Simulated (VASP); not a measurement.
# Al16Co in VASP: single point with PBE+D3(BJ)

Aim: the single point of Al16Co with PBE+D3(BJ).

Program: VASP 6.6.1. These are calculated values, not measurements. Logs are shortened: lines on timing, memory, paths and dates and some standing lists are left out, and cuts for length are marked.

## Step 1: The cell of the first run

The cell holds a slab with vacuum, 17 atoms: a = 8.100 Å, b = 5.728 Å, c = 17.296 Å, α = 90.00°, β = 90.00°, γ = 90.00°.

## Step 2: Single point, PBE+D3(BJ), collinear spin, zero start

INCAR

```
  ALGO = Normal
  EDIFF = 1E-6
  ENCUT = 520
  GGA = PE
  ISIF = 2
  ISMEAR = 0
  ISPIN = 2
  IVDW = 12
  LASPH = True
  LCHARG = True
  LELF = True
  LMAXMIX = 4
  LORBIT = 11
  LREAL = Auto
  LVHAR = True
  LWAVE = False
  MAGMOM = 0 0 0 0 0 0 0 0 0 0 0 0 0 0 0 0 0
  NBANDS = 46
  NELM = 150
  PREC = Accurate
  SIGMA = 0.1
```

KPOINTS

```
k-points
0
Gamma
  3 4 1
```

POSCAR

```
Al16Co
1.0
    8.1000000000      0.0000000000      0.0000000000
    0.0000000000      5.7275650000      0.0000000000
    0.0000000000      0.0000000000     17.2956740000
Al Co
16 1
Direct
    0.2500000000      0.2499999564      0.0578179260
    0.7500000000      0.2499999564      0.0578179260
    0.2500000000      0.7500000436      0.0578179260
    0.7500000000      0.7500000436      0.0578179260
    0.0051650617      0.0075934538      0.1359605876
    0.4945817284      0.0079548639      0.1360436720
    0.0063544444      0.4992966470      0.1341401902
    0.4933832099      0.4995960762      0.1341402480
    0.2494072840      0.2255766630      0.2346734218
    0.7494987654      0.2950847350      0.2250042988
    0.2495334568      0.7481510904      0.2263184424
    0.7498565432      0.7856207655      0.2058606678
   -0.0340554321     -0.0186784436      0.3045634995
    0.5329880247     -0.0191720216      0.3044509280
    0.0062871605      0.4868269500      0.3003827431
    0.4925075309      0.4862085371      0.3003971976
    0.7492627160      0.6700489650      0.3283997490
```

Potentials or basis: VASP PAW PBE potentials, release 64 (Al, Co).

Launch:

```
$ cat potpaw_PBE.64/Al/POTCAR potpaw_PBE.64/Co/POTCAR > POTCAR
$ mpirun -np 1 vasp_std > vasp.out
```

OUTCAR:

```text
EDIFF = 1E-6
   ENCUT = 520
   GGA = PE
   ISIF = 2
   ISMEAR = 0
   ISPIN = 2
   IVDW = 12
   LASPH = True
   LORBIT = 11
   LREAL = Auto
   NELM = 150
   PREC = Accurate
 IVDW          = 12

 ion  position               nearest neighbor table
   1  0.250  0.250  0.058-   8 2.77   7 2.77   6 2.77   5 2.77   3 2.86   3 2.86   9 3.06
   2  0.750  0.250  0.058-   5 2.83   6 2.83   7 2.84   8 2.85   4 2.86   4 2.86  10 2.90
   3  0.250  0.750  0.058-   8 2.77   7 2.77   5 2.82   6 2.82   1 2.86   1 2.86  11 2.91
   4  0.750  0.750  0.058-  12 2.57   7 2.85   8 2.85   2 2.86   2 2.86   5 2.88   6 2.88
   5  0.005  0.008  0.136-  12 2.71   1 2.77   7 2.82   3 2.82   2 2.83   4 2.88   9 2.90   7 2.91
                            11 2.93  13 2.94  10 3.06
   6  0.495  0.008  0.136-  12 2.71   1 2.77   8 2.82   3 2.82   2 2.83   4 2.88   9 2.90   8 2.91
                            11 2.93  14 2.93  10 3.06
   7  0.006  0.499  0.134-   1 2.77   3 2.77   5 2.82   2 2.84   4 2.85  10 2.86  15 2.88  11 2.91
                             5 2.91  12 2.92   9 3.06
   8  0.493  0.500  0.134-   1 2.77   3 2.77   6 2.82   2 2.85   4 2.85  10 2.85  16 2.88  11 2.91
                             6 2.91  12 2.92   9 3.06
   9  0.249  0.226  0.235-  16 2.72  15 2.72  11 2.74   5 2.90   6 2.90  13 2.95  14 2.95  11 3.00
                             7 3.06   1 3.06   8 3.06
  10  0.749  0.295  0.225-  16 2.69  15 2.69  17 2.79  12 2.83   8 2.85   7 2.86  13 2.86  14 2.86
                             2 2.90  12 2.94   6 3.06   5 3.06
  11  0.250  0.748  0.226-   9 2.74  15 2.79  16 2.79   7 2.91   8 2.91   3 2.91   5 2.93   6 2.93
                            14 2.98  13 2.98   9 3.00
  12  0.750  0.786  0.206-  17 2.22   4 2.57  13 2.69  14 2.69   5 2.71   6 2.71  10 2.83   8 2.92
                             7 2.92  10 2.94  15 3.15  16 3.16
  13  0.966  0.981  0.305-  17 2.54  12 2.69  15 2.85  10 2.86  15 2.91   5 2.94   9 2.95  11 2.98

  14  0.533  0.981  0.304-  17 2.53  12 2.69  16 2.85  10 2.86  16 2.91   6 2.93   9 2.95  11 2.98

  15  0.006  0.487  0.300-  17 2.38  10 2.69   9 2.72  11 2.79  13 2.85   7 2.88  13 2.91  12 3.15

  16  0.493  0.486  0.300-  17 2.38  10 2.69   9 2.72  11 2.79  14 2.85   8 2.88  14 2.91  12 3.16

  17  0.749  0.670  0.328-  12 2.22  16 2.38  15 2.38  14 2.53  13 2.54  10 2.79

  LATTYP: Found a simple orthorhombic cell.
 ALAT       =     5.7275650000
 B/A-ratio  =     1.4142135445
 C/A-ratio  =     3.0197254854

  Lattice vectors:

 A1 = (   0.0000000000,  -5.7275650000,   0.0000000000)
 A2 = (   8.1000000000,   0.0000000000,   0.0000000000)
 A3 = (   0.0000000000,   0.0000000000,  17.2956740000)

Analysis of symmetry for initial positions (statically):
=====================================================================
 Subroutine PRICEL returns:
 Original cell was already a primitive cell.

 Routine SETGRP: Setting up the symmetry group for a
 simple orthorhombic supercell.

 Subroutine GETGRP returns: Found  1 space group operations
 (whereof  1 operations were pure point group operations)
 out of a pool of  8 trial point group operations.

The static configuration has the point symmetry C_1 .

Analysis of symmetry for dynamics (positions and initial velocities):
=====================================================================
 Subroutine PRICEL returns:
 Original cell was already a primitive cell.

 Routine SETGRP: Setting up the symmetry group for a
 simple orthorhombic supercell.

 Subroutine GETGRP returns: Found  1 space group operations
 (whereof  1 operations were pure point group operations)
 out of a pool of  8 trial point group operations.

The dynamic configuration has the point symmetry C_1 .

Analysis of structural, dynamic, and magnetic symmetry:
=====================================================================
 Subroutine PRICEL returns:
 Original cell was already a primitive cell.

 Routine SETGRP: Setting up the symmetry group for a
 simple orthorhombic supercell.

 Subroutine GETGRP returns: Found  1 space group operations
 (whereof  1 operations were pure point group operations)
 out of a pool of  8 trial point group operations.

The overall configuration has the point symmetry C_1 .

 Subroutine INISYM returns: Found  1 space group operations
 (whereof  1 operations are pure point group operations),
 and found     1 'primitive' translations

----------------------------------------------------------------------------------------

                                     Primitive cell

  volume of cell :     802.4030

[... 94 lines left out ...]
   ISPIN  =      2    spin polarized calculation?
   LNONCOLLINEAR =      F non collinear calculations
   LSORBIT =      F    spin-orbit coupling
   LASPH  =      T    aspherical Exc in radial PAW
   ENCUT  =  520.0 eV  38.22 Ry    6.18 a.u.  15.06 10.65 32.16*2*pi/ulx,y,z
   NELM   =    150;   NELMIN=  2; NELMDL= -5     # of ELM steps
   EDIFF  = 0.1E-05   stopping-criterion for ELM
   LREAL  =      T    real-space projection
   EDIFFG = 0.1E-04   stopping-criterion for IOM
   NSW    =      0    number of steps for IOM
   IBRION =     -1    ionic relax: 0-MD 1-quasi-New 2-CG
   NFREE  =      0    steps in history (QN), initial steepest desc. (CG)
   ISIF   =      2    stress and relaxation
   ISYM   =      2    0-nonsym 1-usesym 2-fastsym
   POTIM  = 0.5000    time-step for ionic-motion
   TEBEG  =    0.0;   TEEND  =   0.0 temperature during run
   PSTRESS=    0.0 pullay stress
   NELECT =      57.0000    total number of electrons
   NUPDOWN=      -1.0000    fix difference up-down
   EMIN   =  10.00;   EMAX   =-10.00  energy-range for DOS
   EFERMI =   0.00;   METHOD = LEGACY
   ISMEAR =     0;   SIGMA  =   0.10  broadening in eV -4-tet -1-fermi 0-gaus
   EFERMI_NEDOS =   21; number of points for ismear=-14 and -15
   IALGO  =     38    algorithm
   IMIX   =      4    mixing-type and parameters
     AMIX     =   0.40;   BMIX     =  1.00
     AMIX_MAG =   1.60;   BMIX_MAG =  1.00
  volume/ion in A,a.u.               =      47.20       318.52
  Fermi-wavevector in a.u.,A,eV,Ry     =   0.678009  1.281252  6.254551  0.459697
  Thomas-Fermi vector in A             =   1.755786
   LORBIT       =     11    0 simple, 1 ext, 2 COOP (PROOUT), +10 PAW based schemes
   GGA     = PE    functional components
   LHFCALC =     F    Hartree Fock is set to
   AEXX    =    0.0000 exact exchange contribution
   IVDW    =    12    specifies the selected vdW correction
   LEPSILON=     F    determine dielectric tensor
   LRPA    =     F    only Hartree local field effects (RPA)
 spin polarized calculation
 Gauss-broadening in eV      SIGMA  =   0.10
  energy-cutoff  :      520.00
  volume of cell :      802.40
 maximum number of plane-waves:     21630
   NGX = 31   NGY = 21   NGZ = 65

 number of electron      56.9999998 magnetization      -0.0000175

 number of electron      56.9999998 magnetization       0.0000026

 Free energy of the ion-electron system (eV)
  ---------------------------------------------------
  ext. energy  EPLUGINS =         0.00000000
  ---------------------------------------------------
  free energy    TOTEN  =       -61.25367644 eV

  energy without entropy =      -61.21503189  energy(sigma->0) =      -61.23435417

 E-fermi :   0.0944     XC(G=0):  -4.6799

 val. band max:        0.0658435898   @ k =   0.3333   0.5000   0.0000
 cond. band min:       0.0944197481   @ k =   0.0000   0.5000   0.0000
 fundamental gap:      0.0285761583
 Fermi energy:         0.0943943121

 spin component 1

 k-point     1 :       0.0000    0.0000    0.0000
  band No.  band energies     occupation
      1     -10.1175      1.00000
      2      -7.9822      1.00000
      3      -7.8478      1.00000
      4      -7.8143      1.00000
      5      -5.8203      1.00000
      6      -5.7094      1.00000
[... 290 lines left out ...]
     39       2.7867      0.00000
     40       2.8495      0.00000
 Fermi energy:         0.0943943121

 spin component 2

 k-point     1 :       0.0000    0.0000    0.0000
  band No.  band energies     occupation
      1     -10.1175      1.00000
      2      -7.9822      1.00000
      3      -7.8478      1.00000
      4      -7.8143      1.00000
      5      -5.8203      1.00000
      6      -5.7094      1.00000
[... 290 lines left out ...]
     39       2.7867      0.00000
     40       2.8495      0.00000
 [bands above 40 left out]

------------------------ aborting loop because EDIFF is reached ----------------------------------------

 Edisp (eV)   -3.58826

 E8    (eV) :    -1.6825

  FORCE on cell =-STRESS in cart. coord.  units (eV):
  Direction    XX          YY          ZZ          XY          YZ          ZX
  --------------------------------------------------------------------------------------
  -------------------------------------------------------------------------------------
  Total      -8.36492   -15.64026    -0.10459     0.00457    -0.06097     0.03107
  in kB     -16.70243   -31.22928    -0.20883     0.00913    -0.12173     0.06205
  external pressure =      -16.05 kB  Pullay stress =        0.00 kB

 VOLUME and BASIS-vectors are now :
 -----------------------------------------------------------------------------
  energy-cutoff  :      520.00
  volume of cell :      802.40
      direct lattice vectors                 reciprocal lattice vectors
     8.100000000  0.000000000  0.000000000     0.123456790  0.000000000  0.000000000
     0.000000000  5.727565000  0.000000000     0.000000000  0.174594265  0.000000000
     0.000000000  0.000000000 17.295674000     0.000000000  0.000000000  0.057817926

 POSITION                                       TOTAL-FORCE (eV/Angst)
 -----------------------------------------------------------------------------------
      2.02500      1.43189      1.00000        -0.003181     -0.097735      0.160312
      6.07500      1.43189      1.00000        -0.001315      0.058694      0.185171
      2.02500      4.29567      1.00000        -0.001912      0.017788      0.206890
      6.07500      4.29567      1.00000        -0.001684      0.023418     -0.555218
      0.04184      0.04349      2.35153        -0.005611     -0.004179      0.001536
      4.00611      0.04556      2.35297         0.004886     -0.005455      0.001217
[... 9 lines left out ...]
      3.98931      2.78479      5.19557         0.004003     -0.001076     -0.002747
      6.06903      3.83775      5.67990         0.004063     -0.026067      0.007622
 -----------------------------------------------------------------------------------
    total drift:                                0.003642      0.004940     -0.000497

  FREE ENERGIE OF THE ION-ELECTRON SYSTEM (eV)
  ---------------------------------------------------
  free  energy   TOTEN  =       -64.8419401996 eV

  energy  without entropy=      -64.8032956582  energy(sigma->0) =      -64.82261793

 total charge

# of ion       s       p       d       tot
------------------------------------------
    1        0.470   0.294   0.000   0.764
    2        0.470   0.287   0.000   0.756
    3        0.460   0.303   0.000   0.763
    4        0.469   0.303   0.000   0.771
    5        0.435   0.330   0.000   0.765
    6        0.435   0.330   0.000   0.765
[... 9 lines left out ...]
   16        0.456   0.330   0.000   0.786
   17        0.437   0.344   7.531   8.312
--------------------------------------------------
tot          7.611   5.484   7.531  20.626

 magnetization (x)

# of ion       s       p       d       tot
------------------------------------------
    1        0.000   0.000   0.000   0.000
    2        0.000   0.000   0.000   0.000
    3        0.000  -0.000   0.000   0.000
    4        0.000  -0.000   0.000   0.000
    5        0.000  -0.000   0.000   0.000
    6       -0.000  -0.000   0.000  -0.000
[... 9 lines left out ...]
   16       -0.000   0.000   0.000  -0.000
   17       -0.000   0.000   0.000   0.000
--------------------------------------------------
tot          0.000   0.000   0.000   0.000
```

Wall time 28 min (1 thread of Intel Xeon 8259CL, shared host); peak memory 1.2 GiB.

What came out:

| Property | Result |
| --- | --- |
| Free energy | -64.8419 eV |
| Largest force | 0.556 eV/Å |
| Net moment | 0.00 μB per cell |
| Valence electrons inside the program's atomic spheres | Al 0.76, 0.77, 0.75, 0.83, 0.79 (each value once); Co 8.31 |
| Dispersion energy per atom | -0.211 eV |

Forces in eV/Å, atoms in the order of the input:
```
Al  -0.003 -0.098  0.160
Al  -0.001  0.059  0.185
Al  -0.002  0.018  0.207
Al  -0.002  0.023 -0.555
Al  -0.006 -0.004  0.002
Al   0.005 -0.005  0.001
Al  -0.003  0.003  0.002
Al   0.003  0.003  0.002
Al   0.002  0.005  0.003
Al   0.002  0.017  0.016
Al   0.002 -0.001  0.003
Al  -0.002  0.016 -0.015
Al   0.000 -0.003 -0.005
Al   0.000 -0.002 -0.007
Al  -0.003 -0.004 -0.003
Al   0.004 -0.001 -0.003
Co   0.004 -0.026  0.008
```

Levels at points of the mesh, in eV from the Fermi level:
Spin up:
```tsv
k point	band 26	band 27	band 28	band 29	band 30	band 31
(0.00, 0.00, 0.00)	-0.58	-0.53	-0.44	-0.32	-0.15	0.14
(0.00, 0.50, 0.00)	-0.58	-0.29	0.00	0.18	0.64	0.72
```
Spin down:
```tsv
k point	band 26	band 27	band 28	band 29	band 30	band 31
(0.00, 0.00, 0.00)	-0.58	-0.53	-0.44	-0.32	-0.15	0.14
(0.00, 0.50, 0.00)	-0.58	-0.29	0.00	0.18	0.64	0.72
```

Caveat: there is no dipole correction, which matters where the two faces differ; no moment was typed at the start, so none could form.
